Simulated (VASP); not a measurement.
Wanted: the native input for a VASP 6.6.1 run.

```
Task                   : relaxation of the atoms
Functional             : PBE
Potentials or basis    : VASP PAW PBE potentials, release 64 (Si, Ge_d, O)
Cutoff                 : 520 eV
k mesh                 : 6 × 6 × 6
Occupations            : gaussian, width 0.02 eV
Spin                   : no spin polarisation
Dipole correction      : no
Further INCAR settings : ALGO = Normal; EDIFF = 1e-07; IBRION = 2; EDIFFG = -0.01; NSW = 50
```

The structure of SiGeO4 lies in POSCAR:

```
SiGeO4
1.0
    0.0000000000      3.9030087900      3.9030087900
    3.9030087900      0.0000000000      3.9030087900
    3.9030087900      3.9030087900      0.0000000000
Si Ge O
1 1 4
Direct
    0.7500000000      0.7500000000      0.7500000000
    0.5000000000      0.5000000000      0.5000000000
    0.1121959340      0.6292680220      0.6292680220
    0.6292680220      0.1121959340      0.6292680220
    0.6292680220      0.6292680220      0.1121959340
    0.6292680220      0.6292680220      0.6292680220
```

This cell differs from its parent crystal: volume scaled by 1.03.

The input as run:

INCAR

```
SYSTEM = SiGeO4
PREC = Accurate
ENCUT = 520
EDIFF = 1E-7
ISMEAR = 0
SIGMA = 0.02
LREAL = .False.
LASPH = .True.
NELM = 100
ALGO = Normal
ISIF = 2
LWAVE = .False.
LCHARG = .False.
GGA = PE
IBRION = 2
NSW = 50
EDIFFG = -0.01
```

KPOINTS

```
Automatic mesh
0
Gamma
  6 6 6
  0 0 0
```

Potentials or basis: VASP PAW PBE potentials, release 64 (Si, Ge_d, O).

Launch:

```sh
$ cat potpaw_PBE.64/Si/POTCAR potpaw_PBE.64/Ge_d/POTCAR potpaw_PBE.64/O/POTCAR > POTCAR
$ mpirun -np 1 vasp_std > vasp.out
```

It gave:

```json
{
 "Energy gained by relaxing": "0.0 meV/atom",
 "Ionic steps": "3",
 "Pressure after relaxing": "-3.7 GPa",
 "Band gap on the k mesh": "3.66 eV, indirect (the least direct gap lies 4.2 meV higher)"
}
```

It took 2.8 min on 1 thread of Oxide Virtual Turin-like Processor, on a shared host, peak memory 0.25 GiB.
